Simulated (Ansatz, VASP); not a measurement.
# CdTe: VASP beside Ansatz

File INCAR:

```
SYSTEM = CdTe
PREC = Accurate
ENCUT = 500
EDIFF = 1E-6
ISMEAR = 0
SIGMA = 0.02
LREAL = .False.
LASPH = .True.
NELM = 120
ALGO = Normal
ISIF = 2
LWAVE = .False.
LCHARG = .False.
GGA = PE
NBANDS = 16
GGA_COMPAT = .False.
```

The input KPOINTS:

```
Automatic mesh
0
Gamma
  8 8 8
  0 0 0
```

File POSCAR:

```
CdTe
1.0
    0.0000000000      3.2500000000      3.2500000000
    3.2500000000      0.0000000000      3.2500000000
    3.2500000000      3.2500000000      0.0000000000
Cd Te
1 1
Direct
    0.0000000000      0.0000000000      0.0000000000
    0.2500000000      0.2500000000      0.2500000000
```

Input for Ansatz:

```yaml
crystal:
  lattice:
    - [0.0, 3.25, 3.25]
    - [3.25, 0.0, 3.25]
    - [3.25, 3.25, 0.0]
  atoms:
    - { symbol: Cd, position: [0.0, 0.0, 0.0] }
    - { symbol: Te, position: [0.25, 0.25, 0.25] }
basis:
  ecutwfc: 420
kpoints:
  mp_grid: { grid: [8, 8, 8] }
  band_path:
    path:
      - [[0.0, 0.0, 0.0], [-0.5, -0.5, 0.0], [-0.375, -0.375, 0.25]]
      - [[-0.375, 0.0, 0.375], [0.0, 0.0, 0.0], [0.0, 0.0, 0.5], [-0.5, -0.25, 0.25], [-0.5, -0.5, 0.0]]
    npoints: 10
hamiltonian:
  xc: pbe
  pseudopotentials: { kind: paw, azcp: { folder: soft_1 } }
scf:
  occupations: { method: gaussian, width: 0.02 }
  n_extra_bands: 7
output:
  forces: true
  stress: true
  eigenvalues: true
  write_density: true
  write_potential: true
  elf: true
  volumetric_format: npy
```

Alike in both runs: task single point; functional PBE; k mesh 8 × 8 × 8; occupations gaussian, width 0.02 eV; no spin polarisation.

|  | VASP | Ansatz |
| --- | --- | --- |
| version | VASP 6.6.1 | Ansatz 0.2.0 |
| potentials or method | VASP PAW PBE potentials, release 64 (Cd, Te), cutoff 500 eV | scalar-relativistic, plane waves, PAW |
| valence electrons in the cell | 18 | 36 |

|  | VASP | Ansatz | Ansatz less VASP |
| --- | --- | --- | --- |
| gap on the k mesh at the Fermi level (eV) | 0.74 | 0.74 | -0.001 |
| least direct gap on the mesh (eV) | 0.74 | 0.74 | -0.001 |
| pressure (GPa) | 2.3 | 2.2 | -0.13 |

VASP's potentials hold 18 valence electrons a cell and Ansatz's 36, so a difference there can come from the potentials and not from the codes.

Neither program's run includes spin-orbit coupling.
